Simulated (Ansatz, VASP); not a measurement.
# One calculation of BaCu3, two programs

```xyz
4
Lattice="4.4500 0.0000 0.0000 0.0000 4.4500 0.0000 0.0000 0.0000 4.4500" Properties=species:S:1:pos:R:3 pbc="T T T"
Ba    0.0000    0.0000    0.0000
Cu    0.1200    2.2250    2.2250
Cu    2.2250    2.2250    0.0000
Cu    2.2250    0.0000    2.2250
```

Alike in both runs: task single point; functional PBE; k mesh 8 × 8 × 8; occupations gaussian, width 0.05 eV; no spin polarisation.

```csv
,VASP,Ansatz
version,VASP 6.6.1,Ansatz 0.2.0
potentials or method,"VASP PAW PBE potentials, release 64 (Ba_sv, Cu), cutoff 520 eV","scalar-relativistic, plane waves, PAW"
valence electrons in the cell,43,67
```

```csv
,VASP,Ansatz,Ansatz less VASP
gap on the k mesh at the Fermi level (eV),none,none,-
pressure (GPa),0.8,0.0,-0.79
rms of the force components (eV/Å),0.083,0.083,-0.0007
```

Atom by atom the forces differ by 0.001 eV/Å (rms over components). A gap of «none» marks a metal or a gap that the smearing closes. The functional is the same, so the differences come from potentials, cutoffs and numerics. VASP's potentials hold 43 valence electrons a cell and Ansatz's 67, so a difference there can come from the potentials and not from the codes.

Spin-orbit coupling is off throughout.
